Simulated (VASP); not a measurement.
Write the native input for VASP 6.6.1 that does the following.

* Task: single point
* Functional: PBEsol
* Potentials or basis: VASP PAW PBE potentials, release 64 (Sn_d, Se)
* Cutoff: 520 eV
* k mesh: 8 × 8 × 5
* Occupations: fermi-dirac, width 0.05 eV
* Spin: no spin polarisation
* Dipole correction: no
* Further INCAR settings: ALGO = Normal; EDIFF = 1e-06; NBANDS = 20

The structure of SnSe2 lies in POSCAR:

```
SnSe2
1.0
    3.8362391461      0.0000000000      0.0000000000
   -1.9181195731      3.3222805555      0.0000000000
    0.0000000000      0.0000000000      6.1766369459
Sn Se
1 2
Direct
    0.0000000000      0.0000000000      0.0000000000
    0.6666666667      0.3333333333      0.7510000000
    0.3333333333      0.6666666667      0.2490000000
```

The input as run:

INCAR

```
SYSTEM = SnSe2
  PREC = Accurate
  ENCUT = 520
  EDIFF = 1E-6
  ISMEAR = -1
  SIGMA = 0.05
  LREAL = .FALSE.
  LASPH = .TRUE.
  NELM = 60
  ALGO = Normal
  ISIF = 2
  LWAVE = .FALSE.
  LCHARG = .TRUE.
  GGA = PS
  LELF = .TRUE.
  LVHAR = .TRUE.
  NBANDS = 20
```

KPOINTS

```
regular mesh
0
G
  8 8 5
  0 0 0
```

Potentials or basis: VASP PAW PBE potentials, release 64 (Sn_d, Se).

Run with:

```bash
$ cat potpaw_PBE.64/Sn_d/POTCAR potpaw_PBE.64/Se/POTCAR > POTCAR
$ mpirun -np 1 vasp_std > vasp.out
```

It gave:

| Quantity | Value |
| --- | --- |
| Pressure | 1.2 GPa |
| Largest force | 0.429 eV/Å |
| Band gap on the k mesh | 0.71 eV (least direct gap 0.92 eV) |

Caveat: the PAW data sets were made with another functional, which shifts forces and pressure a little; spin-orbit coupling is left out, which moves the levels of the heavy elements; an odd mesh through Γ misses points on the zone boundary, where band edges can lie; this functional lacks dispersion, which binds the layers, so the pressure and a relaxed spacing across them are unreliable.

Run time: 76 s on 1 thread of AMD EPYC 7R13, with other jobs on the host, peak memory 0.2 GiB.
